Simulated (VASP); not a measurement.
# GaN (F-43m) in VASP: further runs, part 2 of 3

VASP 6.6.1. Earlier steps stand in the parts before.

### Step 3. Relaxation of cell and atoms, PBE, target pressure 2 GPa, at which the enthalpy is minimised

Input file INCAR:

```
ALGO     = Normal         # electronic algorithm
EDIFF    = 1E-7           # SCF threshold, eV
EDIFFG   = -0.005         # ionic threshold
ENCUT    = 600            # plane-wave cutoff, eV
GGA      = PE             # functional
GGA_COMPAT= False        
IBRION   = 2              # ionic algorithm
ISIF     = 3              # what is computed and relaxed
ISMEAR   = 0              # smearing method
LASPH    = True           # aspherical terms in the spheres
LCHARG   = False          # write CHGCAR
LREAL    = False          # projectors in reciprocal space
LWAVE    = False          # write WAVECAR
NELM     = 120            # most SCF steps
NELMIN   = 4            
NSW      = 80             # ionic steps
PREC     = Accurate       # precision mode
PSTRESS  = 20.0         
SIGMA    = 0.01           # smearing width, eV
```

Input file KPOINTS:

```
k-points
0
Gamma
  8 8 8
```

Input file POSCAR:

```
GaN
1.0
    0.0000000000      2.2535005000      2.2535005000
    2.2535005000      0.0000000000      2.2535005000
    2.2535005000      2.2535005000      0.0000000000
Ga N
1 1
Direct
    0.0000000000      0.0000000000      0.0000000000
    0.2500000000      0.2500000000      0.2500000000
```

Potentials or basis: VASP PAW PBE potentials, release 64 (Ga_d, N).

Launch:

```sh
cat potpaw_PBE.64/Ga_d/POTCAR potpaw_PBE.64/N/POTCAR > POTCAR
mpirun -np 1 vasp_std > vasp.out
```

OUTCAR:

```text
EDIFF = 1E-7
   EDIFFG = -0.005
   ENCUT = 600
   GGA = PE
   IBRION = 2
   ISIF = 3
   ISMEAR = 0
   LASPH = True
   LREAL = False
   NELM = 120
   NELMIN = 4
   NSW = 80
   PREC = Accurate
   PSTRESS = 20.0

 ion  position               nearest neighbor table
   1  0.000  0.000  0.000-   2 1.95   2 1.95   2 1.95   2 1.95
   2  0.250  0.250  0.250-   1 1.95   1 1.95   1 1.95   1 1.95

  LATTYP: Found a face centered cubic cell.
 ALAT       =     4.5070010000

  Lattice vectors:

 A1 = (   0.0000000000,   2.2535005000,   2.2535005000)
 A2 = (   2.2535005000,   0.0000000000,   2.2535005000)
 A3 = (   2.2535005000,   2.2535005000,   0.0000000000)

Analysis of symmetry for initial positions (statically):
=====================================================================
 Subroutine PRICEL returns:
 Original cell was already a primitive cell.

 Routine SETGRP: Setting up the symmetry group for a
 face centered cubic supercell.

 Subroutine GETGRP returns: Found 24 space group operations
 (whereof 24 operations were pure point group operations)
 out of a pool of 48 trial point group operations.

The static configuration has the point symmetry T_d .

Analysis of symmetry for dynamics (positions and initial velocities):
=====================================================================
 Subroutine PRICEL returns:
 Original cell was already a primitive cell.

 Routine SETGRP: Setting up the symmetry group for a
 face centered cubic supercell.

 Subroutine GETGRP returns: Found 24 space group operations
 (whereof 24 operations were pure point group operations)
 out of a pool of 48 trial point group operations.

The dynamic configuration has the point symmetry T_d .

 Subroutine INISYM returns: Found 24 space group operations
 (whereof 24 operations are pure point group operations),
 and found     1 'primitive' translations

----------------------------------------------------------------------------------------

                                     Primitive cell

  volume of cell :      22.8877

  direct lattice vectors                    reciprocal lattice vectors
     0.000000000  2.253500500  2.253500500    -0.221877031  0.221877031  0.221877031
     2.253500500  0.000000000  2.253500500     0.221877031 -0.221877031  0.221877031
     2.253500500  2.253500500  0.000000000     0.221877031  0.221877031 -0.221877031

  length of vectors
     3.186930970  3.186930970  3.186930970     0.384302290  0.384302290  0.384302290

  position of ions in fractional coordinates (direct lattice)
     0.000000000  0.000000000  0.000000000
     0.250000000  0.250000000  0.250000000

  ion indices of the primitive-cell ions
   primitive index   ion index
                 1           1
                 2           2

----------------------------------------------------------------------------------------

 KPOINTS: k-points

Automatic generation of k-mesh.
 Grid dimensions read from file:
 generate k-points for:    8    8    8

 Generating k-lattice:
[... 49 lines left out ...]
   ions per type =               1   1
   NGX,Y,Z   is equivalent  to a cutoff of  14.61, 14.61, 14.61 a.u.
   NGXF,Y,Z  is equivalent  to a cutoff of  29.21, 29.21, 29.21 a.u.
 SYSTEM =  unknown system
   PREC   = accura    normal or accurate (medium, high low for compatibility)
   ISTART =      0    job   : 0-new  1-cont  2-samecut
   ICHARG =      2    charge: 1-file 2-atom 10-const
   ISPIN  =      1    spin polarized calculation?
   LNONCOLLINEAR =      F non collinear calculations
   LSORBIT =      F    spin-orbit coupling
   LASPH  =      T    aspherical Exc in radial PAW
   ENCUT  =  600.0 eV  44.10 Ry    6.64 a.u.   6.37  6.37  6.37*2*pi/ulx,y,z
   NELM   =    120;   NELMIN=  4; NELMDL= -5     # of ELM steps
   EDIFF  = 0.1E-06   stopping-criterion for ELM
   LREAL  =      F    real-space projection
   EDIFFG = -.5E-02   stopping-criterion for IOM
   NSW    =     80    number of steps for IOM
   IBRION =      2    ionic relax: 0-MD 1-quasi-New 2-CG
   NFREE  =      1    steps in history (QN), initial steepest desc. (CG)
   ISIF   =      3    stress and relaxation
   ISYM   =      2    0-nonsym 1-usesym 2-fastsym
   POTIM  = 0.5000    time-step for ionic-motion
   TEBEG  =    0.0;   TEEND  =   0.0 temperature during run
   PSTRESS=   20.0 pullay stress
   NELECT =      18.0000    total number of electrons
   NUPDOWN=      -1.0000    fix difference up-down
   EMIN   =  10.00;   EMAX   =-10.00  energy-range for DOS
   EFERMI =   0.00;   METHOD = LEGACY
   ISMEAR =     0;   SIGMA  =   0.01  broadening in eV -4-tet -1-fermi 0-gaus
   EFERMI_NEDOS =   21; number of points for ismear=-14 and -15
   IALGO  =     38    algorithm
   IMIX   =      4    mixing-type and parameters
     AMIX     =   0.40;   BMIX     =  1.00
     AMIX_MAG =   1.60;   BMIX_MAG =  1.00
  volume/ion in A,a.u.               =      11.44        77.23
  Fermi-wavevector in a.u.,A,eV,Ry     =   1.511117  2.855597 31.068546  2.283474
  Thomas-Fermi vector in A             =   2.621217
   LORBIT       =      0    0 simple, 1 ext, 2 COOP (PROOUT), +10 PAW based schemes
   GGA     = PE    functional components
   LHFCALC =     F    Hartree Fock is set to
   AEXX    =    0.0000 exact exchange contribution
   IVDW    =     0    specifies the selected vdW correction
   LEPSILON=     F    determine dielectric tensor
   LRPA    =     F    only Hartree local field effects (RPA)
 conjugate gradient relaxation of ions
 non-spin polarized calculation
 Gauss-broadening in eV      SIGMA  =   0.01
  energy-cutoff  :      600.00
  volume of cell :       22.89
 maximum number of plane-waves:       778
 NGX is ok and might be reduce to    28
   NGX = 13   NGY = 13   NGZ = 13

--------------------------------------- Ionic step        1  -------------------------------------------

 number of electron      18.0000005 magnetization

 Free energy of the ion-electron system (eV)
  ---------------------------------------------------
  ext. energy  EPLUGINS =         0.00000000
  ---------------------------------------------------
  free energy    TOTEN  =       -12.14419139 eV

  energy without entropy =      -12.14419139  energy(sigma->0) =      -12.14419139

------------------------ aborting loop because EDIFF is reached ----------------------------------------

  FORCE on cell =-STRESS in cart. coord.  units (eV):
  Direction    XX          YY          ZZ          XY          YZ          ZX
  --------------------------------------------------------------------------------------
  -------------------------------------------------------------------------------------
  Total        0.7018822      0.7018822      0.7018822      0.0000000      0.0000000      0.0000000
  in kB       49.1328355     49.1328355     49.1328355      0.0000000      0.0000000      0.0000000
  external PRESSURE =      29.1328355 kB  Pullay stress =      20.0000000 kB
[... 63 lines left out ...]
--------------------------------------- Ionic step        3  -------------------------------------------

 number of electron      18.0000005 magnetization

 Free energy of the ion-electron system (eV)
  ---------------------------------------------------
  ext. energy  EPLUGINS =         0.00000000
  ---------------------------------------------------
  free energy    TOTEN  =       -12.15196988 eV

  energy without entropy =      -12.15196988  energy(sigma->0) =      -12.15196988

 E-fermi :   5.2218     XC(G=0): -11.5828

 val. band max:        5.1122866874   @ k =   0.0000   0.0000   0.0000
 cond. band min:       6.7349958578   @ k =   0.0000   0.0000   0.0000
 fundamental gap:      1.6227091703
 Fermi energy:         5.2218201346

 k-point     1 :       0.0000    0.0000    0.0000
  band No.  band energies     occupation
      1     -10.6890      2.00000
      2      -8.3182      2.00000
      3      -8.3182      2.00000
      4      -8.3182      2.00000
      5      -8.0141      2.00000
      6      -8.0141      2.00000
      7       5.1123      2.00000
      8       5.1123      2.00000
      9       5.1123      2.00000
     10       6.7350      0.00000
     11      15.3151      0.00000
     12      15.3151      0.00000
     13      15.3151      0.00000
[... 354 lines left out ...]
  band No.  band energies     occupation
      1      -9.7410      2.00000
      2      -8.2185      2.00000
      3      -8.1595      2.00000
      4      -8.0323      2.00000
      5      -7.9824      2.00000
      6      -6.4623      2.00000
      7      -1.2123      2.00000
      8       2.1554      2.00000
      9       3.3810      2.00000
     10      11.6177      0.00000
     11      12.0909      0.00000
     12      15.0875      0.00000
     13      16.7114      0.00000

 [... further k-points ...]

------------------------ aborting loop because EDIFF is reached ----------------------------------------

  FORCE on cell =-STRESS in cart. coord.  units (eV):
  Direction    XX          YY          ZZ          XY          YZ          ZX
  --------------------------------------------------------------------------------------
  -------------------------------------------------------------------------------------
  Total        0.2875715      0.2875715      0.2875715     -0.0000000     -0.0000000      0.0000000
  in kB       19.8163769     19.8163769     19.8163769     -0.0000000     -0.0000000      0.0000000
  external PRESSURE =      -0.1836231 kB  Pullay stress =      20.0000000 kB
[... 21 lines left out ...]
  energy  without entropy=      -12.1519698759  energy(sigma->0) =      -12.15196988

  enthalpy is  TOTEN    =       -11.8617336521 eV   P V=        0.2902362238

 reached required accuracy - stopping structural energy minimisation
```

Wall time 19 s (1 thread of Intel Xeon 6975P-C (Granite Rapids), shared host); peak memory 0.16 GiB.

What came out:

```
Free energy                                                : -12.1520 eV
Relaxed volume                                             : 11.63 Å³/atom
Relaxed cell                                               : a = 3.204 Å, b = 3.204 Å, c = 3.204 Å, α = 60.00°, β = 60.00°, γ = 60.00°
Space group after relaxing (to 0.1 Å)                      : F-43m (No. 216)
Energy change on relaxing (the run minimises the enthalpy) : -3.9 meV/atom
Ionic steps                                                : 3
Pressure after relaxing                                    : 2.0 GPa
Band gap on the k mesh                                     : 1.62 eV
```

Step by step:
```
step  energy change (eV)  largest force (eV/Å)  pressure (GPa)  volume (Å³)
   1              0.0000                0.0000            4.91        22.89
   2             -0.0093                0.0000           -0.45        23.58
   3             -0.0078                0.0000            1.98        23.25
```

Final structure:
```
CELL_PARAMETERS angstrom
0.00000 2.26534 2.26534
2.26534 0.00000 2.26534
2.26534 2.26534 0.00000
ATOMIC_POSITIONS crystal
Ga 0.00000 0.00000 0.00000
N 0.25000 0.25000 0.25000
```

Caveat: the cell is relaxed towards a set pressure, so the run minimises the enthalpy, not the energy.

### Step 4. Relaxation of cell and atoms, PBE, target pressure 4 GPa, at which the enthalpy is minimised

Input file INCAR:

```
ALGO     = Normal         # electronic algorithm
EDIFF    = 1E-7           # SCF threshold, eV
EDIFFG   = -0.005         # ionic threshold
ENCUT    = 600            # plane-wave cutoff, eV
GGA      = PE             # functional
GGA_COMPAT= F            
IBRION   = 2              # ionic algorithm
ISIF     = 3              # what is computed and relaxed
ISMEAR   = 0              # smearing method
LASPH    = T              # aspherical terms in the spheres
LCHARG   = F              # write CHGCAR
LREAL    = F              # projectors in reciprocal space
LWAVE    = F              # write WAVECAR
NELM     = 120            # most SCF steps
NELMIN   = 4            
NSW      = 80             # ionic steps
PREC     = Accurate       # precision mode
PSTRESS  = 40.0         
SIGMA    = 0.01           # smearing width, eV
```

KPOINTS is that of step 3.

POSCAR is that of step 3.

Launch:

```sh
cat potpaw_PBE.64/Ga_d/POTCAR potpaw_PBE.64/N/POTCAR > POTCAR
mpirun -np 1 vasp_std > vasp.out
```

It took 15 s on 1 thread of Intel Xeon 6975P-C (Granite Rapids), shared host; peak memory 0.16 GiB.

The run converged. Its results:

| Property | Result |
| --- | --- |
| Free energy | -12.1474 eV |
| Relaxed volume | 11.50 Å³/atom |
| Relaxed cell | a = 3.192 Å, b = 3.192 Å, c = 3.192 Å, α = 60.00°, β = 60.00°, γ = 60.00° |
| Space group after relaxing (to 0.1 Å) | F-43m (No. 216) |
| Energy change on relaxing (the run minimises the enthalpy) | -1.6 meV/atom |
| Ionic steps | 3 |
| Pressure after relaxing | 4.0 GPa |
| Band gap on the k mesh | 1.69 eV |

The path:
```csv
step,energy change (eV),largest force (eV/Å),pressure (GPa),volume (Å³)
1,0.0000,0.0000,4.91,22.89
2,-0.0054,0.0000,2.97,23.10
3,-0.0032,0.0000,4.05,23.00
```

Final structure:
```yaml
crystal:
  lattice:
    - [0.00000, 2.25727, 2.25727]
    - [2.25727, 0.00000, 2.25727]
    - [2.25727, 2.25727, 0.00000]
  atoms:
    - { symbol: Ga, position: [0.00000, 0.00000, 0.00000] }
    - { symbol: N, position: [0.25000, 0.25000, 0.25000] }
```

Levels at points of the mesh, in eV from the valence-band top:
| k point | band 5 | band 6 | band 7 | band 8 | band 9 | band 10 | band 11 | band 12 | band 13 |
| --- | --- | --- | --- | --- | --- | --- | --- | --- | --- |
| (0.00, 0.00, 0.00) | -13.12 | -13.12 | 0.00 | 0.00 | 0.00 | 1.69 | 10.27 | 10.27 | 10.27 |
| (0.50, 0.00, 0.00) | -13.08 | -11.88 | -7.00 | -0.96 | -0.96 | 4.60 | 8.70 | 10.34 | 10.34 |
| (0.50, 0.50, 0.00) | -13.05 | -11.45 | -6.10 | -2.68 | -2.68 | 3.35 | 6.63 | 11.67 | 13.91 |

Caveat: the cell is relaxed towards a set pressure, so the run minimises the enthalpy, not the energy.

(Continued in part 3 of 3.)
